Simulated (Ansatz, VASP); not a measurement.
# CO2 in VASP and in Ansatz

The input POSCAR:

```
CO2
1.0
    5.6300000000      0.0000000000      0.0000000000
    0.0000000000      5.6300000000      0.0000000000
    0.0000000000      0.0000000000      5.6300000000
C O
4 8
Direct
    0.0000000000      0.0000000000      0.0000000000
    0.5000000000      0.0000000000      0.5000000000
    0.5000000000      0.5000000000      0.0000000000
    0.0000000000      0.5000000000      0.5000000000
    0.1198172229      0.1198172229      0.1198172229
    0.3801827771      0.8801827771      0.6198172229
    0.6198172229      0.3801827771      0.8801827771
    0.8801827771      0.6198172229      0.3801827771
    0.8801827771      0.8801827771      0.8801827771
    0.6198172229      0.1198172229      0.3801827771
    0.3801827771      0.6198172229      0.1198172229
    0.1198172229      0.3801827771      0.6198172229
```

The input INCAR.step1:

```
SYSTEM = CO2
ALGO     = Normal         ! electronic algorithm
EDIFF    = 1E-4           ! SCF threshold, eV
ENCUT    = 520            ! plane-wave cutoff, eV
GGA      = PE             ! functional
ISMEAR   = -1             ! smearing method
LASPH    = .TRUE.         ! aspherical terms in the spheres
LCHARG   = .FALSE.        ! write CHGCAR
LREAL    = .FALSE.        ! projectors in reciprocal space
LWAVE    = .TRUE.         ! write WAVECAR
NBANDS   = 44             ! bands
NELM     = 80             ! most SCF steps
PREC     = Accurate       ! precision mode
SIGMA    = 0.02           ! smearing width, eV
```

INCAR.step2

```
SYSTEM = CO2
ALGO     = Normal         ! electronic algorithm
EDIFF    = 1E-8           ! SCF threshold, eV
ENCUT    = 520            ! plane-wave cutoff, eV
ISIF     = 2              ! what is computed and relaxed
ISMEAR   = -1             ! smearing method
ISTART   = 1            
LASPH    = .TRUE.         ! aspherical terms in the spheres
LCHARG   = .FALSE.        ! write CHGCAR
LEFG     = .TRUE.       
LMIXTAU  = .TRUE.       
LREAL    = .FALSE.        ! projectors in reciprocal space
LWAVE    = .FALSE.        ! write WAVECAR
METAGGA  = R2SCAN         ! meta-GGA
NBANDS   = 44             ! bands
NELM     = 80             ! most SCF steps
PREC     = Accurate       ! precision mode
SIGMA    = 0.02           ! smearing width, eV
```

Contents of KPOINTS:

```
k-points
0
G
  4 4 4
  0 0 0
```

Input for Ansatz:

```yaml
crystal:
  lattice:
    - [5.63, 0.0, 0.0]
    - [0.0, 5.63, 0.0]
    - [0.0, 0.0, 5.63]
  atoms:
    - { symbol: C, position: [0.0, 0.0, 0.0] }
    - { symbol: C, position: [0.5, 0.0, 0.5] }
    - { symbol: C, position: [0.5, 0.5, 0.0] }
    - { symbol: C, position: [0.0, 0.5, 0.5] }
    - { symbol: O, position: [0.1198172229, 0.1198172229, 0.1198172229] }
    - { symbol: O, position: [0.3801827771, 0.8801827771, 0.6198172229] }
    - { symbol: O, position: [0.6198172229, 0.3801827771, 0.8801827771] }
    - { symbol: O, position: [0.8801827771, 0.6198172229, 0.3801827771] }
    - { symbol: O, position: [0.8801827771, 0.8801827771, 0.8801827771] }
    - { symbol: O, position: [0.6198172229, 0.1198172229, 0.3801827771] }
    - { symbol: O, position: [0.3801827771, 0.6198172229, 0.1198172229] }
    - { symbol: O, position: [0.1198172229, 0.3801827771, 0.6198172229] }
kpoints:
  mp_grid: { grid: [4, 4, 4] }
scf:
  occupations: { method: fermi_dirac, width: 0.02 }
hamiltonian:
  xc: r2scan
  pseudopotentials: { kind: paw }
output:
  forces: true
  stress: true
  populations: true
  efg: { quadrupole_moments_barn: { O: -0.02558 }, contact_densities: true }
```

Alike in both runs: task electric field gradients; functional r2SCAN; k mesh 4 × 4 × 4; occupations fermi-dirac, width 0.02 eV; no spin polarisation.

|  | VASP | Ansatz |
| --- | --- | --- |
| version | VASP 6.6.1 | Ansatz 0.2.0 |
| potentials or method | VASP PAW PBE potentials, release 64 (C, O) | plane-wave PAW, scalar-relativistic |
| plane-wave cutoff (eV) | 520 | 500 |
| valence electrons in the cell | 64 | 64 |

|  | VASP | Ansatz | Ansatz less VASP |
| --- | --- | --- | --- |
| gap on the k mesh at the Fermi level (eV) | 7.40 | 7.42 | +0.023 |
| pressure (GPa) | -0.8 | -2.5 | -1.76 |
| rms of the force components (eV/Å) | 0.048 | 0.400 | +0.3520 |
| size of Vzz on the site where it differs most (V/Å²) | 57.0 | 35.5 | -21.54 |

VASP's potentials were made for PBE, not for r2SCAN. Atom by atom the forces differ by 0.352 eV/Å (rms over components). One of these differences is far larger than is usual between the two programs; its cause wasn't traced.

Noted on VASP's run: the standard files for N, O and F lose accuracy on very short bonds.
